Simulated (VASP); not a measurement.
The system is MgO.

```xyz
2
Lattice="0.0000 2.1267 2.1267 2.1267 0.0000 2.1267 2.1267 2.1267 0.0000" Properties=species:S:1:pos:R:3 pbc="T T T"
Mg    0.0000    0.0000    0.0000
O     2.1267    2.1267    2.1267
```

```yaml
Program: VASP 6.6.1
Task: relaxation of cell and atoms
Functional: r2SCAN
Potentials_or_basis: VASP PAW PBE potentials, release 64 (Mg_sv, O)
Cutoff: 660 eV
k_mesh: 10 × 10 × 10
Occupations: fermi-dirac, width 0.02 eV
Spin: no spin polarisation
```

At the start: pressure -5.5 GPa; volume 9.62 Å³/atom.

Q: Where does the relaxation end?

A: Over 4 steps the energy falls by 5.7 meV/atom and the volume is 9.28 Å³/atom (-3.5 %); space group Fm-3m (No. 225, to 0.05 Å).

The path:
```tsv
step	energy change (eV)	largest force (eV/Å)	pressure (GPa)	volume (Å³)
1	0.0000	0.0000	-5.50	19.24
2	-0.0099	0.0000	1.95	18.33
3	-0.0115	0.0000	-0.14	18.57
4	-0.0115	0.0000	0.00	18.56
```

Final structure:
```yaml
crystal:
  lattice:
    - [0.00000, 2.10126, 2.10126]
    - [2.10126, 0.00000, 2.10126]
    - [2.10126, 2.10126, 0.00000]
  atoms:
    - { symbol: Mg, position: [0.00000, 0.00000, 0.00000] }
    - { symbol: O, position: [0.50000, 0.50000, 0.50000] }
```

Caveat: the PAW data sets were made with another functional, which shifts forces and pressure a little.
